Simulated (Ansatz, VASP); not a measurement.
# Two plane-wave programs on Al3C2

```
Al C
1.0
     5.32976    0.00000    0.00000
    -2.66488    4.61571    0.00000
     0.00000    0.00000    2.87471
Al C
3 2
Direct
  0.50000 0.00000 0.50000
  0.00000 0.50000 0.50000
  0.50000 0.50000 0.50000
  0.33333 0.66667 0.00000
  0.66667 0.33333 0.00000
```

Alike in both runs: functional PBE; k mesh 12 × 12 × 14; occupations gaussian, width 0.1 eV; no spin polarisation.

Ansatz relaxed the structure, and its values are those at the end. VASP's run is a single point on that final structure, the one shown.

|  | VASP | Ansatz |
| --- | --- | --- |
| version | VASP 6.6.1 | Ansatz 0.2.0 |
| potentials or method | VASP PAW PBE potentials, release 64 (Al, C), cutoff 520 eV | scalar-relativistic, plane waves, PAW |
| valence electrons in the cell | 17 | 17 |

```tsv
	VASP	Ansatz	Ansatz less VASP
gap on the k mesh at the Fermi level (eV)	none	none	-
pressure (GPa)	0.0	0.0	+0.03
```

A gap of «none» marks a metal or a gap that the smearing closes. The functional is the same, so the differences come from potentials, cutoffs and numerics.
